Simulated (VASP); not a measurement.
Set up this calculation in VASP 6.6.1, as the native input.

* Task: single point
* Functional: PBEsol
* Potentials or basis: VASP PAW PBE potentials, release 64 (Hg, Te)
* Cutoff: 520 eV
* k mesh: 12 × 12 × 12
* Occupations: fermi-dirac, width 0.08 eV
* Spin: no spin polarisation
* Dipole correction: no
* Further INCAR settings: ALGO = Normal; EDIFF = 1e-06; NBANDS = 16

The structure of HgTe lies in POSCAR:

```
HgTe
1.0
    0.0000000000      2.9018920266      2.9018920266
    2.9018920266      0.0000000000      2.9018920266
    2.9018920266      2.9018920266      0.0000000000
Hg Te
1 1
Direct
    0.0000000000      0.0000000000      0.0000000000
    0.5000000000      0.5000000000      0.5000000000
```

This cell differs from its parent crystal: volume scaled by 0.98.

These files were run (other wordings do the same):

INCAR

```
PREC = Accurate
ENCUT = 520
EDIFF = 1E-6
ISMEAR = -1
SIGMA = 0.08
LREAL = False
LASPH = True
NELM = 80
ALGO = Normal
ISIF = 2
LWAVE = False
LCHARG = False
GGA = PS
NBANDS = 16
```

KPOINTS

```
Automatic mesh
0
Gamma
  12 12 12
```

Potentials or basis: VASP PAW PBE potentials, release 64 (Hg, Te).

Run with:

```console
$ cat potpaw_PBE.64/Hg/POTCAR potpaw_PBE.64/Te/POTCAR > POTCAR
$ mpirun -np 1 vasp_std > vasp.out
```

Results of the run:

```json
{
  "Pressure": "8.3 GPa",
  "Band gap on the k mesh": "zero (band 9 reaches 6.51 eV, above the bottom of band 10 at 3.12 eV)"
}
```

Caveat: the PAW data sets were made with another functional, which shifts forces and pressure a little; spin-orbit coupling is left out, which moves the levels of the heavy elements.

Wall time 15 s on 1 thread of Intel(R) Xeon(R) 6975P-C (Granite Rapids), on a shared host, peak memory 0.21 GiB.
